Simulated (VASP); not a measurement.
The system is MnRu.

```
Mn Ru
1.0
     2.62522    0.00000    0.00000
    -1.31261    2.27351    0.00000
     0.00000    0.00000    4.06551
Mn Ru
1 1
Direct
  0.66667 0.33333 0.50000
  0.33333 0.66667 0.00000
```

Base run:

| Item | Value |
| --- | --- |
| Program | VASP 6.6.1 |
| Functional | LDA |
| Potentials or basis | VASP PAW LDA potentials, release 64 (Mn_pv, Ru_pv) |
| Cutoff | 520 eV |
| k mesh | 13 × 13 × 8 |
| Occupations | fermi-dirac, width 0.1 eV |
| Spin | collinear spin, ferromagnetic start |
| Starting moments | [1.83, 0.11] μB |
| Fixed moment | 1.9 μB |

Its results: pressure -1.0 GPa; site moments Mn +1.66; Ru +0.14 μB.

Q: The run is repeated on the same cell with these changes: fixed moment from 1.9 μB to 1 μB; moments at the start from [1.83, 0.11] to [0.99, 0.04]. What comes out?

A: Pressure -7.7 GPa; site moments Mn +0.89; Ru +0.05 μB.

Caveats: the total moment is fixed, so each spin has its own Fermi level; the cell stands under tension (at least some runs).
